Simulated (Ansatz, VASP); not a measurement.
## Sb in VASP and in Ansatz

File INCAR:

```
  ALGO = Normal
  EDIFF = 1E-8
  ENCUT = 400
  GGA = PS
  GGA_COMPAT = False
  ISIF = 2
  ISMEAR = -1
  LASPH = True
  LCHARG = False
  LEFG = True
  LREAL = False
  LWAVE = False
  NBANDS = 12
  NELM = 120
  PREC = Accurate
  SIGMA = 0.05
```

Contents of KPOINTS:

```
k-points
0
Gamma
  9 9 9
```

Contents of POSCAR:

```
Sb
1.0
    2.0860823220      1.2044001902      3.7440000000
   -2.0860823220      1.2044001902      3.7440000000
    0.0000000000     -2.4088003803      3.7440000000
Sb
2
Direct
    0.2336400000      0.2336400000      0.2336400000
    0.7663600000      0.7663600000      0.7663600000
```

Input for Ansatz:

```yaml
crystal:
  lattice:
    - [2.086082322, 1.2044001902, 3.744]
    - [-2.086082322, 1.2044001902, 3.744]
    - [0.0, -2.4088003803, 3.744]
  atoms:
    - { symbol: Sb, position: [0.23364, 0.23364, 0.23364] }
    - { symbol: Sb, position: [0.76636, 0.76636, 0.76636] }
kpoints:
  mp_grid: { grid: [9, 9, 9] }
scf:
  occupations: { method: fermi_dirac, width: 0.05 }
hamiltonian:
  xc: pbesol
  pseudopotentials: { kind: paw }
output:
  forces: true
  stress: true
  eigenvalues: true
  efg: { contact_densities: true }
  write_density: true
  write_potential: true
  elf: true
  volumetric_format: npy
```

Change from the starting cell: equal xx and yy strain of -3 %, PAW files.

Alike in both runs: task electric field gradients; functional PBEsol; k mesh 9 × 9 × 9; occupations fermi-dirac, width 0.05 eV; no spin polarisation.

|  | VASP | Ansatz |
| --- | --- | --- |
| version | VASP 6.6.1 | Ansatz 0.2.0 |
| potentials or method | VASP PAW PBE potentials, release 64 (Sb) | PAW with Ansatz's default frozen-core files, scalar-relativistic |
| plane-wave cutoff (eV) | 400 | 420 |
| valence electrons in the cell | 10 | 30 |

```tsv
	VASP	Ansatz	Ansatz less VASP
pressure (GPa)	5.0	4.7	-0.29
traceless stress, the component that is largest in VASP (GPa)	-1.52	-1.46	+0.058
rms of the force components (eV/Å)	0.336	0.289	-0.0467
size of Vzz on the site where it differs most (V/Å²)	29.9	34.0	+4.15
```

VASP's potentials were made for PBE, not for PBEsol. Atom by atom the forces differ by 0.047 eV/Å (rms over components). VASP's potentials hold 10 valence electrons a cell and Ansatz's 30, so a difference there can come from the potentials and not from the codes.

Spin-orbit coupling is off throughout.
